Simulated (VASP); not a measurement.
# Ta (Im-3m) in VASP: a series of runs

The runs below take Ta through single point, with LDA.

All numbers are computed with VASP 6.6.1; they aren't measurements. Logs are shortened: lines on timing, memory, paths and dates and some standing lists are left out, and cuts for length are marked.

### 1 The cell of the first run

The structure is cubic, space group Im-3m (No. 229). The conventional cell has a = 3.247 Å, b = 3.247 Å, c = 3.247 Å, α = 90.00°, β = 90.00°, γ = 90.00°. Within 3.7 Å of Ta (site symmetry m-3m) lie 14 Ta at 2.81 to 3.25 Å.

### 2 Single point, LDA

The input, INCAR:

```
SYSTEM = Ta
  PREC = Accurate
  ENCUT = 520
  EDIFF = 1E-6
  ISMEAR = 0
  SIGMA = 0.1
  LREAL = .False.
  LASPH = .True.
  NELM = 80
  ALGO = Fast
  ISIF = 2
  LWAVE = .False.
  LCHARG = .False.
  NBANDS = 12
```

The input, KPOINTS:

```
regular mesh
0
Gamma
  8 8 8
  0 0 0
```

The input, POSCAR:

```
Ta
1.0
   -1.6234893960      1.6234893960      1.6234893960
    1.6234893960     -1.6234893960      1.6234893960
    1.6234893960      1.6234893960     -1.6234893960
Ta
1
Direct
    0.0000000000      0.0000000000      0.0000000000
```

Potentials or basis: VASP PAW LDA potentials, release 64 (Ta_pv).

Launch:

```sh
> cat potpaw_LDA.64/Ta_pv/POTCAR > POTCAR
> mpirun -np 1 vasp_std > vasp.out
```

OUTCAR:

```text
SYSTEM = Ta
   PREC = Accurate
   ENCUT = 520
   EDIFF = 1E-6
   ISMEAR = 0
   LREAL = .False.
   LASPH = .True.
   NELM = 80
   ISIF = 2

 ion  position               nearest neighbor table
   1  0.000  0.000  0.000-

  LATTYP: Found a body centered cubic cell.
 ALAT       =     3.2469787920

  Lattice vectors:

 A1 = (  -1.6234893960,   1.6234893960,   1.6234893960)
 A2 = (   1.6234893960,  -1.6234893960,   1.6234893960)
 A3 = (   1.6234893960,   1.6234893960,  -1.6234893960)

Analysis of symmetry for initial positions (statically):
=====================================================================
 Subroutine PRICEL returns:
 Original cell was already a primitive cell.

 Routine SETGRP: Setting up the symmetry group for a
 body centered cubic supercell.

 Subroutine GETGRP returns: Found 48 space group operations
 (whereof 48 operations were pure point group operations)
 out of a pool of 48 trial point group operations.

The static configuration has the point symmetry O_h .

Analysis of symmetry for dynamics (positions and initial velocities):
=====================================================================
 Subroutine PRICEL returns:
 Original cell was already a primitive cell.

 Routine SETGRP: Setting up the symmetry group for a
 body centered cubic supercell.

 Subroutine GETGRP returns: Found 48 space group operations
 (whereof 48 operations were pure point group operations)
 out of a pool of 48 trial point group operations.

The dynamic configuration has the point symmetry O_h .

 Subroutine INISYM returns: Found 48 space group operations
 (whereof 48 operations are pure point group operations),
 and found     1 'primitive' translations

----------------------------------------------------------------------------------------

                                     Primitive cell

  volume of cell :      17.1162

  direct lattice vectors                    reciprocal lattice vectors
    -1.623489396  1.623489396  1.623489396     0.000000000  0.307978605  0.307978605
     1.623489396 -1.623489396  1.623489396     0.307978605  0.000000000  0.307978605
     1.623489396  1.623489396 -1.623489396     0.307978605  0.307978605  0.000000000

  length of vectors
     2.811966119  2.811966119  2.811966119     0.435547521  0.435547521  0.435547521

  position of ions in fractional coordinates (direct lattice)
     0.000000000  0.000000000  0.000000000

  ion indices of the primitive-cell ions
   primitive index   ion index
                 1           1

----------------------------------------------------------------------------------------

 KPOINTS: regular mesh

Automatic generation of k-mesh.
 Grid dimensions read from file:
 generate k-points for:    8    8    8

 Generating k-lattice:

  Cartesian coordinates                     Fractional coordinates (reciprocal lattice)
     0.000000000  0.038497326  0.038497326     0.125000000  0.000000000  0.000000000
     0.038497326  0.000000000  0.038497326     0.000000000  0.125000000  0.000000000
     0.038497326  0.038497326  0.000000000     0.000000000  0.000000000  0.125000000

  Length of vectors
     0.054443440  0.054443440  0.054443440

  Shift w.r.t. Gamma in fractional coordinates (k-lattice)
     0.000000000  0.000000000  0.000000000

 Subroutine IBZKPT returns following result:
 ===========================================

 Found     29 irreducible k-points:

 Following reciprocal coordinates:
            Coordinates               Weight
  0.000000  0.000000  0.000000      1.000000
  0.125000  0.000000  0.000000     12.000000
  0.250000  0.000000  0.000000     12.000000
  0.375000  0.000000  0.000000     12.000000
  0.500000  0.000000  0.000000      6.000000
  0.125000  0.125000  0.000000     24.000000
[... 16 lines left out ...]
 -0.250000  0.250000  0.250000      6.000000
 -0.375000  0.375000  0.250000     24.000000
 [... further k-points ...]
   k-points           NKPTS =     29   k-points in BZ     NKDIM =     29   number of bands    NBANDS=     12
   number of dos      NEDOS =    301   number of ions     NIONS =      1
   total plane-waves  NPLWV =  13824
   dimension x,y,z NGX =    24 NGY =   24 NGZ =   24
   dimension x,y,z NGXF=    48 NGYF=   48 NGZF=   48
   ions per type =               1
   NGX,Y,Z   is equivalent  to a cutoff of  14.19, 14.19, 14.19 a.u.
   NGXF,Y,Z  is equivalent  to a cutoff of  28.38, 28.38, 28.38 a.u.
 SYSTEM =  Ta
   PREC   = accura    normal or accurate (medium, high low for compatibility)
   ISTART =      0    job   : 0-new  1-cont  2-samecut
   ICHARG =      2    charge: 1-file 2-atom 10-const
   ISPIN  =      1    spin polarized calculation?
   LNONCOLLINEAR =      F non collinear calculations
   LSORBIT =      F    spin-orbit coupling
   LASPH  =      T    aspherical Exc in radial PAW
   ENCUT  =  520.0 eV  38.22 Ry    6.18 a.u.   5.23  5.23  5.23*2*pi/ulx,y,z
   NELM   =     80;   NELMIN=  2; NELMDL= -5     # of ELM steps
   EDIFF  = 0.1E-05   stopping-criterion for ELM
   LREAL  =      F    real-space projection
   EDIFFG = 0.1E-04   stopping-criterion for IOM
   NSW    =      0    number of steps for IOM
   IBRION =     -1    ionic relax: 0-MD 1-quasi-New 2-CG
   NFREE  =      0    steps in history (QN), initial steepest desc. (CG)
   ISIF   =      2    stress and relaxation
   ISYM   =      2    0-nonsym 1-usesym 2-fastsym
   POTIM  = 0.5000    time-step for ionic-motion
   TEBEG  =    0.0;   TEEND  =   0.0 temperature during run
   PSTRESS=    0.0 pullay stress
   NELECT =      11.0000    total number of electrons
   NUPDOWN=      -1.0000    fix difference up-down
   EMIN   =  10.00;   EMAX   =-10.00  energy-range for DOS
   EFERMI =   0.00;   METHOD = LEGACY
   ISMEAR =     0;   SIGMA  =   0.10  broadening in eV -4-tet -1-fermi 0-gaus
   EFERMI_NEDOS =   21; number of points for ismear=-14 and -15
   IALGO  =     68    algorithm
   IMIX   =      4    mixing-type and parameters
     AMIX     =   0.40;   BMIX     =  1.00
     AMIX_MAG =   1.60;   BMIX_MAG =  1.00
  volume/ion in A,a.u.               =      17.12       115.51
  Fermi-wavevector in a.u.,A,eV,Ry     =   1.412764  2.669737 27.155895  1.995902
  Thomas-Fermi vector in A             =   2.534479
   LORBIT       =      0    0 simple, 1 ext, 2 COOP (PROOUT), +10 PAW based schemes
   GGA     = CA    functional components
   LHFCALC =     F    Hartree Fock is set to
   AEXX    =    0.0000 exact exchange contribution
   IVDW    =     0    specifies the selected vdW correction
   LEPSILON=     F    determine dielectric tensor
   LRPA    =     F    only Hartree local field effects (RPA)
 non-spin polarized calculation
 RMM-DIIS sequential band-by-band and
 Gauss-broadening in eV      SIGMA  =   0.10
  energy-cutoff  :      520.00
  volume of cell :       17.12
 maximum number of plane-waves:       471
 NGX is ok and might be reduce to    24
   NGX = 11   NGY = 11   NGZ = 11

 number of electron      10.9999999 magnetization

 Free energy of the ion-electron system (eV)
  ---------------------------------------------------
  ext. energy  EPLUGINS =         0.00000000
  ---------------------------------------------------
  free energy    TOTEN  =       -12.86741223 eV

  energy without entropy =      -12.86371885  energy(sigma->0) =      -12.86556554

 E-fermi :   5.7584     XC(G=0): -13.0559

 val. band max:        5.7019524977   @ k =   0.2500   0.0000   0.0000
 cond. band min:       5.7893362820   @ k =  -0.2500   0.2500   0.1250
 fundamental gap:      0.0873837843
 Fermi energy:         5.7584490167

 k-point     1 :       0.0000    0.0000    0.0000
  band No.  band energies     occupation
      1     -26.8656      2.00000
      2     -26.8656      2.00000
      3     -26.8656      2.00000
      4      -2.2018      2.00000
      5       6.4976      0.00000
      6       6.4976      0.00000
      7       6.4976      0.00000
      8       9.9424      0.00000
      9       9.9424      0.00000
     10      21.1425      0.00000
     11      21.1426      0.00000
     12      21.1426      0.00000

 k-point     2 :       0.1250    0.0000    0.0000
  band No.  band energies     occupation
      1     -27.0909      2.00000
      2     -26.9342      2.00000
      3     -26.8671      2.00000
      4      -1.4790      2.00000
      5       6.0492      0.00004
      6       6.3150      0.00000
      7       7.2252      0.00000
      8       9.3693      0.00000
      9       9.9552      0.00000
     10      19.6951      0.00000
     11      21.7258      0.00000
     12      22.3978      0.00000

 k-point     3 :       0.2500    0.0000    0.0000
  band No.  band energies     occupation
      1     -27.6062      2.00000
      2     -27.0964      2.00000
      3     -26.8710      2.00000
      4       0.1930      2.00000
      5       5.1320      2.00000
      6       5.7020      1.57570
      7       9.2861      0.00000
      8       9.3347      0.00000
      9      10.1414      0.00000
     10      19.6930      0.00000
     11      21.4776      0.00000
     12      23.4066      0.00000
[... 286 lines left out ...]
 k-point    23 :      -0.2500    0.2500    0.2500
  band No.  band energies     occupation
      1     -27.6354      2.00000
      2     -27.3469      2.00000
      3     -27.3469      2.00000
      4       2.1836      2.00000
      5       4.6962      2.00000
      6       7.1074      0.00000
      7       7.1074      0.00000
      8       9.1173      0.00000
      9      11.1141      0.00000
     10      19.6907      0.00000
     11      21.0497      0.00000
     12      26.2903      0.00000

 k-point    24 :      -0.3750    0.3750    0.2500
  band No.  band energies     occupation
      1     -27.9198      2.00000
      2     -27.5173      2.00000
      3     -27.3912      2.00000
      4       2.9270      2.00000
      5       3.6743      2.00000
      6       7.1133      0.00000
      7       7.8518      0.00000
      8      11.5208      0.00000
      9      11.7338      0.00000
     10      19.6850      0.00000
     11      20.6555      0.00000
     12      23.0668      0.00000

 [... further k-points ...]

------------------------ aborting loop because EDIFF is reached ----------------------------------------

  FORCE on cell =-STRESS in cart. coord.  units (eV):
  Direction    XX          YY          ZZ          XY          YZ          ZX
  --------------------------------------------------------------------------------------
  -------------------------------------------------------------------------------------
  Total        0.1146955      0.1146955      0.1146955     -0.0000000     -0.0000000     -0.0000000
  in kB       10.7361478     10.7361478     10.7361478     -0.0000000     -0.0000000     -0.0000000
  external PRESSURE =      10.7361478 kB  Pullay stress =       0.0000000 kB

 VOLUME and BASIS-vectors are now :
 -----------------------------------------------------------------------------
  energy-cutoff  :      520.00
  volume of cell :       17.12
      direct lattice vectors                 reciprocal lattice vectors
    -1.623489396  1.623489396  1.623489396     0.000000000  0.307978605  0.307978605
     1.623489396 -1.623489396  1.623489396     0.307978605  0.000000000  0.307978605
     1.623489396  1.623489396 -1.623489396     0.307978605  0.307978605  0.000000000

 POSITION                                       TOTAL-FORCE (eV/Angst)
 -----------------------------------------------------------------------------------
      0.00000      0.00000      0.00000         0.000000      0.000000      0.000000
 -----------------------------------------------------------------------------------
    total drift:                               -0.000000      0.000000      0.000000

  FREE ENERGIE OF THE ION-ELECTRON SYSTEM (eV)
  ---------------------------------------------------
  free  energy   TOTEN  =       -12.8674122299 eV

  energy  without entropy=      -12.8637188473  energy(sigma->0) =      -12.86556554
```

Run time: 4.2 s. Hardware: 1 thread of AMD EPYC 9R45 (Zen 5), shared host; peak memory 0.1 GiB.

What came out:

```yaml
Free_energy: -12.8674 eV
Pressure: 1.1 GPa
```

Levels at points of the mesh, in eV from the Fermi level:
| k point | band 3 | band 4 | band 5 | band 6 | band 7 | band 8 |
| --- | --- | --- | --- | --- | --- | --- |
| (0.00, 0.00, 0.00) | -32.62 | -7.96 | 0.74 | 0.74 | 0.74 | 4.18 |
| (0.50, 0.00, 0.00) | -32.64 | -4.53 | -1.67 | 2.06 | 4.10 | 5.17 |
| (0.50, 0.50, 0.50) | -33.60 | -4.06 | -4.06 | 7.28 | 7.28 | 7.28 |

Caveat: spin-orbit coupling is left out, which moves the levels of the heavy elements.

(Continued in part 2 of 2.)
